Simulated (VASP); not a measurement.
LiF, 2 atoms in the cell. It takes space group R3m (No. 160, trigonal). Conventional cell: a = 3.080 Å, b = 3.080 Å, c = 7.360 Å, α = 90.00°, β = 90.00°, γ = 120.00°. Li (site symmetry 3m) has 4 F at 1.86 to 1.87 Å within 2.5 Å. Within 2.5 Å of F (site symmetry 3m) lie 4 Li at 1.86 to 1.87 Å.  This cell differs from its parent crystal: epitaxial 111 strain +1.5%.

- Program: VASP 6.6.1
- Task: single point
- Functional: PBE
- Potentials or basis: VASP PAW PBE potentials, release 64 (Li_sv, F)
- Cutoff: 520 eV
- k mesh: 10 × 10 × 10
- Occupations: fermi-dirac, width 0.02 eV
- Spin: no spin polarisation
- Dipole correction: no
- Further INCAR settings: ALGO = Normal; EDIFF = 1e-07; NBANDS = 12

Potentials or basis: VASP PAW PBE potentials, release 64 (Li_sv, F).

Run with:

```bash
$ cat potpaw_PBE.64/Li_sv/POTCAR potpaw_PBE.64/F/POTCAR > POTCAR
$ mpirun -np 1 vasp_std > vasp.out
```

Hardware: 1 thread of Intel Xeon 6975P-C, on a shared host.

Problem. How long does it take, and how much memory?

Solution. Run time: 41 s on 1 thread of Intel Xeon 6975P-C, with other jobs on the host, peak memory 0.15 GiB. Counts: scf iterations 13, k points 116.
